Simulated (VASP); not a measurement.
# P in VASP: further runs

P is run at these levels: PBE; tasks: single point, relaxation of cell and atoms.

Program: VASP 6.6.1. These are calculated values, not measurements. Logs are shortened: lines on timing, memory, paths and dates and some standing lists are left out, and cuts for length are marked.

### 1 The cell of the first run

The typed cell holds 4 atoms: a = 2.453 Å, b = 4.912 Å, c = 4.882 Å, α = 90.01°, β = 89.97°, γ = 90.02°.

### 2 Single point, PBE

File INCAR:

```
SYSTEM = P
ALGO = Normal ; EDIFF = 1E-6
ENCUT = 520 ; GGA = PE
ISIF = 2 ; ISMEAR = 0
LASPH = .TRUE. ; LCHARG = .FALSE.
LREAL = .FALSE. ; LWAVE = .FALSE.
NBANDS = 18 ; NELM = 100
PREC = Accurate ; SIGMA = 0.2
```

File KPOINTS:

```
k-points
0
G
  8 4 4
  0 0 0
```

File POSCAR:

```
P
1.0
    0.0003155711     -2.4531073196     -0.0006455492
   -4.9115577854      0.0006922676      0.0003091068
    0.0004968675     -0.0015667716     -4.8820001820
P
4
Direct
   -0.0000705211     -0.0001419625     -0.0096200611
    0.0000759300      0.0000283895      0.5096241368
    0.9999330058      0.5001379221     -0.0095999003
    1.0000615852      0.4999756509      0.5095958246
```

Potentials or basis: VASP PAW PBE potentials, release 64 (P).

The run is started by

```
$ cat potpaw_PBE.64/P/POTCAR > POTCAR
$ mpirun -np 1 vasp_std > vasp.out
```

OUTCAR:

```text
SYSTEM = P
   EDIFF = 1E-6
   ENCUT = 520
   GGA = PE
   ISIF = 2
   ISMEAR = 0
   LASPH = .TRUE.
   LREAL = .FALSE.
   NELM = 100
   PREC = Accurate

 ion  position               nearest neighbor table
   1  1.000  1.000  0.990-   2 2.35   3 2.45   3 2.46   2 2.53
   2  0.000  0.000  0.510-   1 2.35   4 2.46   4 2.46   1 2.53
   3  1.000  0.500  0.990-   4 2.35   1 2.45   1 2.46   4 2.53
   4  0.000  0.500  0.510-   3 2.35   2 2.46   2 2.46   3 2.53

  LATTYP: Found a triclinic cell.
 ALAT       =     2.4531074248
 B/A-ratio  =     1.9901290947
 C/A-ratio  =     2.0021780515
 COS(alpha) =     0.0001647552
 COS(beta)  =     0.0002696046
 COS(gamma) =     0.0005840970

  Lattice vectors:

 A1 = (   0.0003155711,  -2.4531073196,  -0.0006455492)
 A2 = (   0.0004968675,  -0.0015667716,  -4.8820001820)
 A3 = (   4.9115577854,  -0.0006922676,  -0.0003091068)

Analysis of symmetry for initial positions (statically):
=====================================================================
 Subroutine PRICEL returns:
 Original cell was already a primitive cell.

 Routine SETGRP: Setting up the symmetry group for a
 triclinic supercell.

 Subroutine GETGRP returns: Found  1 space group operations
 (whereof  1 operations were pure point group operations)
 out of a pool of  2 trial point group operations.

The static configuration has the point symmetry C_1 .

Analysis of symmetry for dynamics (positions and initial velocities):
=====================================================================
 Subroutine PRICEL returns:
 Original cell was already a primitive cell.

 Routine SETGRP: Setting up the symmetry group for a
 triclinic supercell.

 Subroutine GETGRP returns: Found  1 space group operations
 (whereof  1 operations were pure point group operations)
 out of a pool of  2 trial point group operations.

The dynamic configuration has the point symmetry C_1 .

 Subroutine INISYM returns: Found  1 space group operations
 (whereof  1 operations are pure point group operations),
 and found     1 'primitive' translations

----------------------------------------------------------------------------------------

                                     Primitive cell

  volume of cell :      58.8212

  direct lattice vectors                    reciprocal lattice vectors
     0.000315571 -2.453107320 -0.000645549    -0.000057448 -0.407646292  0.000130819
    -4.911557785  0.000692268  0.000309107    -0.203601397 -0.000026186 -0.000020713
     0.000496867 -0.001566772 -4.882000182    -0.000012884  0.000053902 -0.204834095

  length of vectors
     2.453107425  4.911557844  4.882000459     0.407646317  0.203601399  0.204834103

  position of ions in fractional coordinates (direct lattice)
     0.999929479  0.999858037  0.990379939
     0.000075930  0.000028390  0.509624137
     0.999933006  0.500137922  0.990400100
     0.000061585  0.499975651  0.509595825

  ion indices of the primitive-cell ions
   primitive index   ion index
                 1           1
                 2           2
                 3           3
                 4           4

----------------------------------------------------------------------------------------

 KPOINTS: k-points

Automatic generation of k-mesh.
 Grid dimensions read from file:
 generate k-points for:    8    4    4

 Generating k-lattice:

  Cartesian coordinates                     Fractional coordinates (reciprocal lattice)
    -0.000007181 -0.050955786  0.000016352     0.125000000  0.000000000  0.000000000
    -0.050900349 -0.000006547 -0.000005178     0.000000000  0.250000000  0.000000000
    -0.000003221  0.000013475 -0.051208524     0.000000000  0.000000000  0.250000000

  Length of vectors
     0.050955790  0.050900350  0.051208526

  Shift w.r.t. Gamma in fractional coordinates (k-lattice)
     0.000000000  0.000000000  0.000000000

 Subroutine IBZKPT returns following result:
 ===========================================

 Found     68 irreducible k-points:

 Following reciprocal coordinates:
            Coordinates               Weight
  0.000000  0.000000  0.000000      1.000000
  0.125000  0.000000 -0.000000      2.000000
  0.250000  0.000000 -0.000000      2.000000
  0.375000  0.000000  0.000000      2.000000
  0.500000  0.000000 -0.000000      1.000000
  0.000000  0.250000  0.000000      2.000000
[... 16 lines left out ...]
  0.500000  0.000000  0.250000      2.000000
 -0.375000 -0.000000  0.250000      2.000000
 [... further k-points ...]
   k-points           NKPTS =     68   k-points in BZ     NKDIM =     68   number of bands    NBANDS=     18
   number of dos      NEDOS =    301   number of ions     NIONS =      4
   total plane-waves  NPLWV =  25920
   dimension x,y,z NGX =    18 NGY =   40 NGZ =   36
   dimension x,y,z NGXF=    36 NGYF=   80 NGZF=   72
   ions per type =               4
   NGX,Y,Z   is equivalent  to a cutoff of  12.20, 13.54, 12.26 a.u.
   NGXF,Y,Z  is equivalent  to a cutoff of  24.40, 27.08, 24.52 a.u.
 SYSTEM =  P
   PREC   = accura    normal or accurate (medium, high low for compatibility)
   ISTART =      0    job   : 0-new  1-cont  2-samecut
   ICHARG =      2    charge: 1-file 2-atom 10-const
   ISPIN  =      1    spin polarized calculation?
   LNONCOLLINEAR =      F non collinear calculations
   LSORBIT =      F    spin-orbit coupling
   LASPH  =      T    aspherical Exc in radial PAW
   ENCUT  =  520.0 eV  38.22 Ry    6.18 a.u.   4.56  9.13  9.08*2*pi/ulx,y,z
   NELM   =    100;   NELMIN=  2; NELMDL= -5     # of ELM steps
   EDIFF  = 0.1E-05   stopping-criterion for ELM
   LREAL  =      F    real-space projection
   EDIFFG = 0.1E-04   stopping-criterion for IOM
   NSW    =      0    number of steps for IOM
   IBRION =     -1    ionic relax: 0-MD 1-quasi-New 2-CG
   NFREE  =      0    steps in history (QN), initial steepest desc. (CG)
   ISIF   =      2    stress and relaxation
   ISYM   =      2    0-nonsym 1-usesym 2-fastsym
   POTIM  = 0.5000    time-step for ionic-motion
   TEBEG  =    0.0;   TEEND  =   0.0 temperature during run
   PSTRESS=    0.0 pullay stress
   NELECT =      20.0000    total number of electrons
   NUPDOWN=      -1.0000    fix difference up-down
   EMIN   =  10.00;   EMAX   =-10.00  energy-range for DOS
   EFERMI =   0.00;   METHOD = LEGACY
   ISMEAR =     0;   SIGMA  =   0.20  broadening in eV -4-tet -1-fermi 0-gaus
   EFERMI_NEDOS =   21; number of points for ismear=-14 and -15
   IALGO  =     38    algorithm
   IMIX   =      4    mixing-type and parameters
     AMIX     =   0.40;   BMIX     =  1.00
     AMIX_MAG =   1.60;   BMIX_MAG =  1.00
  volume/ion in A,a.u.               =      14.71        99.24
  Fermi-wavevector in a.u.,A,eV,Ry     =   1.142634  2.159264 17.763923  1.305611
  Thomas-Fermi vector in A             =   2.279331
   LORBIT       =      0    0 simple, 1 ext, 2 COOP (PROOUT), +10 PAW based schemes
   GGA     = PE    functional components
   LHFCALC =     F    Hartree Fock is set to
   AEXX    =    0.0000 exact exchange contribution
   IVDW    =     0    specifies the selected vdW correction
   LEPSILON=     F    determine dielectric tensor
   LRPA    =     F    only Hartree local field effects (RPA)
 non-spin polarized calculation
 Gauss-broadening in eV      SIGMA  =   0.20
  energy-cutoff  :      520.00
  volume of cell :       58.82
 maximum number of plane-waves:      1608
   NGX =  9   NGY = 19   NGZ = 19

 number of electron      20.0000001 magnetization

 Free energy of the ion-electron system (eV)
  ---------------------------------------------------
  ext. energy  EPLUGINS =         0.00000000
  ---------------------------------------------------
  free energy    TOTEN  =       -21.01156767 eV

  energy without entropy =      -20.98204891  energy(sigma->0) =      -20.99680829

 E-fermi :   9.5282     XC(G=0): -11.2322

 val. band max:        9.5200741515   @ k =   0.5000   0.0000   0.5000
 cond. band min:       9.5823914637   @ k =   0.2500   0.0000   0.5000
 fundamental gap:      0.0623173122
 Fermi energy:         9.5282097294

 k-point     1 :       0.0000    0.0000    0.0000
  band No.  band energies     occupation
      1      -6.9456      2.00000
      2      -2.7357      2.00000
      3      -2.5462      2.00000
      4       0.8979      2.00000
      5       0.9204      2.00000
      6       2.0341      2.00000
[... 10 lines left out ...]
     17      17.2550      0.00000
     18      17.3923      0.00000

 k-point     2 :       0.1250    0.0000   -0.0000
  band No.  band energies     occupation
      1      -6.5945      2.00000
      2      -2.3826      2.00000
      3      -2.1923      2.00000
      4       1.2152      2.00000
      5       1.2368      2.00000
      6       2.3891      2.00000
[... 10 lines left out ...]
     17      17.4680      0.00000
     18      17.8365      0.00000

 k-point     3 :       0.2500    0.0000   -0.0000
  band No.  band energies     occupation
      1      -5.5619      2.00000
      2      -1.3377      2.00000
      3      -1.1443      2.00000
      4       2.1275      2.00000
      5       2.1455      2.00000
      6       3.4453      2.00000
[... 10 lines left out ...]
     17      15.7057      0.00000
     18      17.3466      0.00000

 k-point     4 :       0.3750    0.0000    0.0000
  band No.  band energies     occupation
      1      -3.9657      2.00000
      2       0.3253      2.00000
      3       0.5282      2.00000
      4       2.7995      2.00000
      5       3.4260      2.00000
      6       3.4585      2.00000
[... 375 lines left out ...]
      4       3.1179      2.00000
      5       3.5216      2.00000
      6       3.7254      2.00000
[... 10 lines left out ...]
     17      14.9902      0.00000
     18      16.7488      0.00000

 k-point    23 :       0.5000    0.0000    0.2500
  band No.  band energies     occupation
      1      -2.3753      2.00000
      2       0.5036      2.00000
      3       1.2078      2.00000
      4       2.1552      2.00000
      5       3.5279      2.00000
      6       4.5093      2.00000
[... 10 lines left out ...]
     17      15.6173      0.00000
     18      15.6340      0.00000

 k-point    24 :      -0.3750   -0.0000    0.2500
  band No.  band energies     occupation
      1      -3.6260      2.00000
      2      -0.8334      2.00000
      3       0.6585      2.00000
      4       3.1148      2.00000
      5       3.5157      2.00000
      6       3.7267      2.00000
[... 10 lines left out ...]
     17      14.9994      0.00000
     18      16.7231      0.00000

 [... further k-points ...]

------------------------ aborting loop because EDIFF is reached ----------------------------------------

  FORCE on cell =-STRESS in cart. coord.  units (eV):
  Direction    XX          YY          ZZ          XY          YZ          ZX
  --------------------------------------------------------------------------------------
  -------------------------------------------------------------------------------------
  Total       -0.1281997     -0.0490427     -0.1417279      0.0065483     -0.0056063      0.0020662
  in kB       -3.4919187     -1.3358305     -3.8604020      0.1783647     -0.1527056      0.0562789
  external PRESSURE =      -2.8960504 kB  Pullay stress =       0.0000000 kB

 VOLUME and BASIS-vectors are now :
 -----------------------------------------------------------------------------
  energy-cutoff  :      520.00
  volume of cell :       58.82
      direct lattice vectors                 reciprocal lattice vectors
     0.000315571 -2.453107320 -0.000645549    -0.000057448 -0.407646292  0.000130819
    -4.911557785  0.000692268  0.000309107    -0.203601397 -0.000026186 -0.000020713
     0.000496867 -0.001566772 -4.882000182    -0.000012884  0.000053902 -0.204834095

 POSITION                                       TOTAL-FORCE (eV/Angst)
 -----------------------------------------------------------------------------------
     -4.91005     -2.45379     -4.83537        -0.000939     -0.000077      0.017588
      0.00011     -0.00098     -2.48799         0.000054      0.000120     -0.017512
     -2.45565     -2.45415     -4.83562         0.000553      0.000022      0.017847
     -2.45541     -0.00060     -2.48769         0.000332     -0.000064     -0.017924
 -----------------------------------------------------------------------------------
    total drift:                               -0.000001      0.000000      0.000001

  FREE ENERGIE OF THE ION-ELECTRON SYSTEM (eV)
  ---------------------------------------------------
  free  energy   TOTEN  =       -21.0115676684 eV

  energy  without entropy=      -20.9820489087  energy(sigma->0) =      -20.99680829
```

Run time: 35 s. Hardware: 1 thread of Oxide Virtual Turin-like, shared host; peak memory 0.15 GiB.

What came out:

```
Free energy            : -21.0116 eV
Pressure               : -0.3 GPa
Largest force          : 0.018 eV/Å
Band gap on the k mesh : zero (bands 10 and 11 overlap by 7.65 eV)
```

Forces in eV/Å, atoms in the order of the input:
```
P   -0.001  0.000  0.018
P    0.000  0.000 -0.018
P    0.001  0.000  0.018
P    0.000  0.000 -0.018
```

Stress tensor (GPa, compression positive):
```
-0.35  0.02  0.01
 0.02 -0.13 -0.02
 0.01 -0.02 -0.39
```

### 3 Single point, PBE

This run uses another cell than the first one: it holds 2 atoms, not 4.

File INCAR:

```
SYSTEM = P
PREC = Accurate ; ENCUT = 520
EDIFF = 1E-7 ; ISMEAR = 0
SIGMA = 0.1 ; LREAL = .False.
LASPH = .True. ; NELM = 100
ALGO = Fast ; ISIF = 2
LWAVE = .False. ; LCHARG = .True.
GGA = PE ; LELF = .True.
LVHAR = .True. ; NBANDS = 12
```

File KPOINTS:

```
Automatic mesh
0
Gamma
  22 22 12
  0 0 0
```

File POSCAR:

```
P
1.0
    2.4472987853      0.0000000000      0.0000000000
    0.0000000000      2.4472987853      0.0000000000
    0.0000000000      0.0000000000      4.8797880181
P
2
Direct
    0.0000000000      0.0000000000      0.2500049827
    0.0000000000      0.0000000000      0.7499950173
```

Potentials or basis: VASP PAW PBE potentials, release 64 (P).

The run is started by

```
$ cat potpaw_PBE.64/P/POTCAR > POTCAR
$ mpirun -np 1 vasp_std > vasp.out
```

It took 65 s on 1 thread of Oxide Virtual Turin-like, shared host; peak memory 0.21 GiB.

The run converged. Its results:

```
Free energy            : -10.5473 eV
Pressure               : -0.3 GPa
Band gap on the k mesh : zero (bands 5 and 6 overlap by 10.12 eV)
```

Levels at points of the mesh, in eV from the Fermi level:
```tsv
k point	band 2	band 3	band 4	band 5	band 6	band 7	band 8	band 9
(0.00, 0.00, 0.00)	-12.11	-8.62	4.97	4.97	5.10	6.81	6.84	7.80
(0.50, 0.00, 0.00)	-8.62	-7.46	-5.26	-5.21	1.03	7.76	7.88	9.37
(0.50, 0.50, 0.00)	-5.25	-5.25	-2.21	-2.15	-2.15	-1.69	1.03	4.69
(0.00, 0.00, 0.50)	-15.04	-3.02	-3.02	6.05	6.05	6.05	6.05	7.87
(0.50, 0.00, 0.50)	-10.75	-7.37	-7.37	0.48	0.48	6.09	6.09	8.77
(0.50, 0.50, 0.50)	-6.10	-4.08	-4.08	-4.08	-4.08	2.37	2.37	4.48
```

(Continued in part 2 of 2.)

The gap in the log of VASP goes by the Fermi energy; the results here count the filled bands.